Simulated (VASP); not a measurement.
# Rh (P6_3/mmc) in VASP: further runs

Runs on Rh. Level: LDA. Tasks: single point.

All numbers are computed with VASP 6.6.1; they aren't measurements. Logs are shortened: lines on timing, memory, paths and dates and some standing lists are left out, and cuts for length are marked.

### Step 1. The cell of the first run

It takes space group P6_3/mmc (No. 194, hexagonal). The conventional cell has a = 2.675 Å, b = 2.675 Å, c = 4.338 Å, α = 90.00°, β = 90.00°, γ = 120.00°. Rh (site symmetry -6m2) has 12 Rh at 2.66 to 2.68 Å within 3.5 Å.

### Step 2. Single point, LDA (volume scaled by 0.94)

INCAR

```
ALGO = Fast ; EDIFF = 1E-6
ENCUT = 520 ; ISIF = 2
ISMEAR = -1 ; LASPH = True
LCHARG = False ; LREAL = False
LWAVE = False ; NBANDS = 22
NELM = 80 ; PREC = Accurate
SIGMA = 0.05
```

KPOINTS

```
k-points
0
Gamma
  11 11 6
```

POSCAR

```
Rh
1.0
    2.6752291329      0.0000000000      0.0000000000
   -1.3376145665      2.3168163901      0.0000000000
    0.0000000000      0.0000000000      4.3380863070
Rh
2
Direct
    0.3333333333      0.6666666667      0.2500000000
    0.6666666667      0.3333333333      0.7500000000
```

Potentials or basis: VASP PAW LDA potentials, release 64 (Rh_pv).

On the command line:

```
$ cat potpaw_LDA.64/Rh_pv/POTCAR > POTCAR
$ mpirun -np 1 vasp_std > vasp.out
```

OUTCAR:

```text
EDIFF = 1E-6
   ENCUT = 520
   ISIF = 2
   ISMEAR = -1
   LASPH = True
   LREAL = False
   NELM = 80
   PREC = Accurate

 ion  position               nearest neighbor table
   1  0.333  0.667  0.250-   2 2.66   2 2.66   2 2.66   2 2.66   2 2.66   2 2.66
   2  0.667  0.333  0.750-   1 2.66   1 2.66   1 2.66   1 2.66   1 2.66   1 2.66

  LATTYP: Found a hexagonal cell.
 ALAT       =     2.6752291329
 C/A-ratio  =     1.6215756077

  Lattice vectors:

 A1 = (   2.6752291329,   0.0000000000,   0.0000000000)
 A2 = (  -1.3376145665,   2.3168163901,   0.0000000000)
 A3 = (   0.0000000000,   0.0000000000,   4.3380863070)

Analysis of symmetry for initial positions (statically):
=====================================================================
 Subroutine PRICEL returns:
 Original cell was already a primitive cell.

 Routine SETGRP: Setting up the symmetry group for a
 hexagonal supercell.

 Subroutine GETGRP returns: Found 24 space group operations
 (whereof 12 operations were pure point group operations)
 out of a pool of 24 trial point group operations.

The static configuration has the point symmetry D_3d.
 The point group associated with its full space group is D_6h.

Analysis of symmetry for dynamics (positions and initial velocities):
=====================================================================
 Subroutine PRICEL returns:
 Original cell was already a primitive cell.

 Routine SETGRP: Setting up the symmetry group for a
 hexagonal supercell.

 Subroutine GETGRP returns: Found 24 space group operations
 (whereof 12 operations were pure point group operations)
 out of a pool of 24 trial point group operations.

The dynamic configuration has the point symmetry D_3d.
 The point group associated with its full space group is D_6h.

 Subroutine INISYM returns: Found 24 space group operations
 (whereof 12 operations are pure point group operations),
 and found     1 'primitive' translations

----------------------------------------------------------------------------------------

                                     Primitive cell

  volume of cell :      26.8875

  direct lattice vectors                    reciprocal lattice vectors
     2.675229133  0.000000000  0.000000000     0.373799757  0.215813390  0.000000000
    -1.337614567  2.316816390  0.000000000     0.000000000  0.431626781  0.000000000
     0.000000000  0.000000000  4.338086307     0.000000000  0.000000000  0.230516391

  length of vectors
     2.675229133  2.675229133  4.338086307     0.431626781  0.431626781  0.230516391

  position of ions in fractional coordinates (direct lattice)
     0.333333333  0.666666667  0.250000000
     0.666666667  0.333333333  0.750000000

  ion indices of the primitive-cell ions
   primitive index   ion index
                 1           1
                 2           2

----------------------------------------------------------------------------------------

 KPOINTS: k-points

Automatic generation of k-mesh.
 Grid dimensions read from file:
 generate k-points for:   11   11    6

 Generating k-lattice:

  Cartesian coordinates                     Fractional coordinates (reciprocal lattice)
     0.033981796  0.019619399  0.000000000     0.090909091 -0.000000000  0.000000000
     0.000000000  0.039238798  0.000000000     0.000000000  0.090909091  0.000000000
     0.000000000  0.000000000  0.038419399     0.000000000  0.000000000  0.166666667

  Length of vectors
     0.039238798  0.039238798  0.038419399

  Shift w.r.t. Gamma in fractional coordinates (k-lattice)
     0.000000000  0.000000000  0.000000000

 Subroutine IBZKPT returns following result:
 ===========================================

 Found     64 irreducible k-points:

 Following reciprocal coordinates:
            Coordinates               Weight
  0.000000  0.000000  0.000000      1.000000
  0.090909 -0.000000  0.000000      6.000000
  0.181818 -0.000000  0.000000      6.000000
  0.272727 -0.000000  0.000000      6.000000
  0.363636 -0.000000  0.000000      6.000000
  0.454545 -0.000000  0.000000      6.000000
[... 16 lines left out ...]
  0.090909  0.090909  0.166667     12.000000
  0.181818  0.090909  0.166667     24.000000
 [... further k-points ...]
   k-points           NKPTS =     64   k-points in BZ     NKDIM =     64   number of bands    NBANDS=     22
   number of dos      NEDOS =    301   number of ions     NIONS =      2
   total plane-waves  NPLWV =  12800
   dimension x,y,z NGX =    20 NGY =   20 NGZ =   32
   dimension x,y,z NGXF=    40 NGYF=   40 NGZF=   64
   ions per type =               2
   NGX,Y,Z   is equivalent  to a cutoff of  12.43, 12.43, 12.26 a.u.
   NGXF,Y,Z  is equivalent  to a cutoff of  24.86, 24.86, 24.53 a.u.
 SYSTEM =  unknown system
   PREC   = accura    normal or accurate (medium, high low for compatibility)
   ISTART =      0    job   : 0-new  1-cont  2-samecut
   ICHARG =      2    charge: 1-file 2-atom 10-const
   ISPIN  =      1    spin polarized calculation?
   LNONCOLLINEAR =      F non collinear calculations
   LSORBIT =      F    spin-orbit coupling
   LASPH  =      T    aspherical Exc in radial PAW
   ENCUT  =  520.0 eV  38.22 Ry    6.18 a.u.   4.97  4.97  8.07*2*pi/ulx,y,z
   NELM   =     80;   NELMIN=  2; NELMDL= -5     # of ELM steps
   EDIFF  = 0.1E-05   stopping-criterion for ELM
   LREAL  =      F    real-space projection
   EDIFFG = 0.1E-04   stopping-criterion for IOM
   NSW    =      0    number of steps for IOM
   IBRION =     -1    ionic relax: 0-MD 1-quasi-New 2-CG
   NFREE  =      0    steps in history (QN), initial steepest desc. (CG)
   ISIF   =      2    stress and relaxation
   ISYM   =      2    0-nonsym 1-usesym 2-fastsym
   POTIM  = 0.5000    time-step for ionic-motion
   TEBEG  =    0.0;   TEEND  =   0.0 temperature during run
   PSTRESS=    0.0 pullay stress
   NELECT =      30.0000    total number of electrons
   NUPDOWN=      -1.0000    fix difference up-down
   EMIN   =  10.00;   EMAX   =-10.00  energy-range for DOS
   EFERMI =   0.00;   METHOD = LEGACY
   ISMEAR =    -1;   SIGMA  =   0.05  broadening in eV -4-tet -1-fermi 0-gaus
   EFERMI_NEDOS =   21; number of points for ismear=-14 and -15
   IALGO  =     68    algorithm
   IMIX   =      4    mixing-type and parameters
     AMIX     =   0.40;   BMIX     =  1.00
     AMIX_MAG =   1.60;   BMIX_MAG =  1.00
  volume/ion in A,a.u.               =      13.44        90.72
  Fermi-wavevector in a.u.,A,eV,Ry     =   1.697976  3.208710 39.227282  2.883124
  Thomas-Fermi vector in A             =   2.778560
   LORBIT       =      0    0 simple, 1 ext, 2 COOP (PROOUT), +10 PAW based schemes
   GGA     = CA    functional components
   LHFCALC =     F    Hartree Fock is set to
   AEXX    =    0.0000 exact exchange contribution
   IVDW    =     0    specifies the selected vdW correction
   LEPSILON=     F    determine dielectric tensor
   LRPA    =     F    only Hartree local field effects (RPA)
 non-spin polarized calculation
 RMM-DIIS sequential band-by-band and
  energy-cutoff  :      520.00
  volume of cell :       26.89
 maximum number of plane-waves:       752
 NGX is ok and might be reduce to    20
   NGX =  9   NGY =  9   NGZ = 17

 number of electron      30.0000002 magnetization

 Free energy of the ion-electron system (eV)
  ---------------------------------------------------
  ext. energy  EPLUGINS =         0.00000000
  ---------------------------------------------------
  free energy    TOTEN  =       -17.28889536 eV

  energy without entropy =      -17.26181222  energy(sigma->0) =      -17.27535379

 E-fermi :  12.2213     XC(G=0): -14.4934

 val. band max:       12.2085616121   @ k =   0.0909  -0.0000   0.3333
 cond. band min:      12.2296880983   @ k =   0.0909   0.0909   0.3333
 fundamental gap:      0.0211264861
 Fermi energy:        12.2213448689

 k-point     1 :       0.0000    0.0000    0.0000
  band No.  band energies     occupation
      1     -34.8801      2.00000
      2     -34.1646      2.00000
      3     -34.1646      2.00000
      4     -34.0601      2.00000
      5     -34.0491      2.00000
      6     -34.0491      2.00000
[... 14 lines left out ...]
     21      30.2698      0.00000
     22      30.9753      0.00000

 k-point     2 :       0.0909   -0.0000    0.0000
  band No.  band energies     occupation
      1     -34.8591      2.00000
      2     -34.2127      2.00000
      3     -34.1801      2.00000
      4     -34.0989      2.00000
      5     -34.0687      2.00000
      6     -34.0567      2.00000
[... 14 lines left out ...]
     21      30.6112      0.00000
     22      31.2196      0.00000

 k-point     3 :       0.1818   -0.0000    0.0000
  band No.  band energies     occupation
      1     -34.7996      2.00000
      2     -34.3419      2.00000
      3     -34.2301      2.00000
      4     -34.2205      2.00000
      5     -34.0947      2.00000
      6     -34.0783      2.00000
[... 14 lines left out ...]
     21      30.8866      0.00000
     22      31.1275      0.00000

 k-point     4 :       0.2727   -0.0000    0.0000
  band No.  band energies     occupation
      1     -34.7120      2.00000
      2     -34.5112      2.00000
      3     -34.3965      2.00000
      4     -34.2714      2.00000
      5     -34.1384      2.00000
      6     -34.1080      2.00000
[... 14 lines left out ...]
     21      28.8075      0.00000
     22      29.1807      0.00000

 k-point     5 :       0.3636   -0.0000    0.0000
  band No.  band energies     occupation
      1     -34.6666      2.00000
      2     -34.6139      2.00000
      3     -34.5446      2.00000
      4     -34.3167      2.00000
      5     -34.1959      2.00000
      6     -34.1363      2.00000
[... 14 lines left out ...]
     21      26.7879      0.00000
     22      27.7401      0.00000

 k-point     6 :       0.4545   -0.0000    0.0000
  band No.  band energies     occupation
      1     -34.7587      2.00000
      2     -34.6307      2.00000
      3     -34.5368      2.00000
      4     -34.3432      2.00000
      5     -34.2488      2.00000
      6     -34.1534      2.00000
[... 14 lines left out ...]
     21      25.5479      0.00000
     22      26.7595      0.00000

 k-point     7 :       0.0909    0.0909    0.0000
  band No.  band energies     occupation
      1     -34.8188      2.00000
      2     -34.2917      2.00000
      3     -34.2360      2.00000
      4     -34.1639      2.00000
      5     -34.0860      2.00000
      6     -34.0785      2.00000
[... 324 lines left out ...]
      6     -34.1190      2.00000
[... 14 lines left out ...]
     21      29.0052      0.00000
     22      29.2602      0.00000

 k-point    21 :       0.3636   -0.0000    0.1667
  band No.  band energies     occupation
      1     -34.7275      2.00000
      2     -34.5918      2.00000
      3     -34.5065      2.00000
      4     -34.3048      2.00000
      5     -34.1943      2.00000
      6     -34.1485      2.00000
[... 14 lines left out ...]
     21      27.3515      0.00000
     22      27.3880      0.00000

 k-point    22 :       0.4545   -0.0000    0.1667
  band No.  band energies     occupation
      1     -34.7930      2.00000
      2     -34.6708      2.00000
      3     -34.4728      2.00000
      4     -34.3306      2.00000
      5     -34.2366      2.00000
      6     -34.1663      2.00000
[... 14 lines left out ...]
     21      26.1700      0.00000
     22      26.7723      0.00000

 k-point    23 :       0.0909    0.0909    0.1667
  band No.  band energies     occupation
      1     -34.7772      2.00000
      2     -34.2786      2.00000
      3     -34.2468      2.00000
      4     -34.1882      2.00000
      5     -34.0995      2.00000
      6     -34.0875      2.00000
[... 14 lines left out ...]
     21      30.3648      0.00000
     22      30.9275      0.00000

 k-point    24 :       0.1818    0.0909    0.1667
  band No.  band energies     occupation
      1     -34.7239      2.00000
      2     -34.4098      2.00000
      3     -34.3765      2.00000
      4     -34.2432      2.00000
      5     -34.1331      2.00000
      6     -34.1203      2.00000
[... 14 lines left out ...]
     21      28.6171      0.00000
     22      29.7993      0.00000

 [... further k-points ...]

------------------------ aborting loop because EDIFF is reached ----------------------------------------

  FORCE on cell =-STRESS in cart. coord.  units (eV):
  Direction    XX          YY          ZZ          XY          YZ          ZX
  --------------------------------------------------------------------------------------
  -------------------------------------------------------------------------------------
  Total       -0.4277374     -0.4277374     -0.6295277      0.0000000     -0.0000000      0.0000000
  in kB      -25.4880741    -25.4880741    -37.5123809      0.0000000     -0.0000000      0.0000000
  external PRESSURE =     -29.4961764 kB  Pullay stress =       0.0000000 kB

 VOLUME and BASIS-vectors are now :
 -----------------------------------------------------------------------------
  energy-cutoff  :      520.00
  volume of cell :       26.89
      direct lattice vectors                 reciprocal lattice vectors
     2.675229133  0.000000000  0.000000000     0.373799757  0.215813390  0.000000000
    -1.337614567  2.316816390  0.000000000     0.000000000  0.431626781  0.000000000
     0.000000000  0.000000000  4.338086307     0.000000000  0.000000000  0.230516391

 POSITION                                       TOTAL-FORCE (eV/Angst)
 -----------------------------------------------------------------------------------
     -0.00000      1.54454      1.08452        -0.000000      0.000000      0.000000
      1.33761      0.77227      3.25356         0.000000     -0.000000      0.000000
 -----------------------------------------------------------------------------------
    total drift:                               -0.000000      0.000000     -0.000000

  FREE ENERGIE OF THE ION-ELECTRON SYSTEM (eV)
  ---------------------------------------------------
  free  energy   TOTEN  =       -17.2888953567 eV

  energy  without entropy=      -17.2618122172  energy(sigma->0) =      -17.27535379
```

Run time: 51 s. Hardware: 1 thread of AMD EPYC 7R13, shared host; peak memory 0.11 GiB.

What came out:

- Free energy: -17.2889 eV
- Pressure: -2.9 GPa
- Band gap on the k mesh: zero (band 15 reaches 12.89 eV, above the bottom of band 16 at 10.41 eV)

Levels at points of the mesh, in eV from the Fermi level:
| k point | band 11 | band 12 | band 13 | band 14 | band 15 | band 16 | band 17 | band 18 | band 19 | band 20 |
| --- | --- | --- | --- | --- | --- | --- | --- | --- | --- | --- |
| (0.00, 0.00, 0.00) | -3.17 | -2.62 | -2.62 | -1.97 | -1.97 | 0.15 | 0.15 | 0.64 | 8.77 | 15.87 |
| (0.00, 0.00, 0.50) | -3.27 | -3.27 | -3.27 | -3.27 | -0.44 | -0.44 | -0.44 | -0.44 | 14.90 | 14.90 |

### Step 3. Single point, LDA (volume scaled by 0.96)

INCAR

```
SYSTEM = Rh
PREC = Accurate ; ENCUT = 520
EDIFF = 1E-7 ; ISMEAR = -1
SIGMA = 0.05 ; LREAL = .False.
LASPH = .True. ; NELM = 60
ALGO = Normal ; ISIF = 2
LWAVE = .False. ; LCHARG = .False.
GGA = CA ; NBANDS = 22
```

KPOINTS

```
regular mesh
0
Gamma
  11 11 6
  0 0 0
```

POSCAR

```
Rh
1.0
    2.6940693954      0.0000000000      0.0000000000
   -1.3470346977      2.3331325361      0.0000000000
    0.0000000000      0.0000000000      4.3686372171
Rh
2
Direct
    0.3333333333      0.6666666667      0.2500000000
    0.6666666667      0.3333333333      0.7500000000
```

Potentials or basis: VASP PAW LDA potentials, release 64 (Rh_pv).

On the command line:

```
$ cat potpaw_LDA.64/Rh_pv/POTCAR > POTCAR
$ mpirun -np 1 vasp_std > vasp.out
```

It took 35 s on 1 thread of AMD EPYC 7R13, shared host; peak memory 0.12 GiB.

The run converged. Its results:

* Free energy: -17.2678 eV
* Pressure: -8.9 GPa
* Band gap on the k mesh: zero (band 15 reaches 12.46 eV, above the bottom of band 16 at 10.07 eV)

Stress tensor (GPa, compression positive):
```
-8.51  0.00  0.00
 0.00 -8.51  0.00
 0.00  0.00 -9.80
```

Levels at points of the mesh, in eV from the Fermi level:
```tsv
k point	band 12	band 13	band 14	band 15	band 16	band 17	band 18	band 19
(0.00, 0.00, 0.00)	-2.54	-2.54	-1.90	-1.90	0.15	0.15	0.67	8.56
(0.00, 0.00, 0.50)	-3.16	-3.16	-3.16	-0.43	-0.43	-0.43	-0.43	14.82
```

(Part 1 of 2 ends here.)
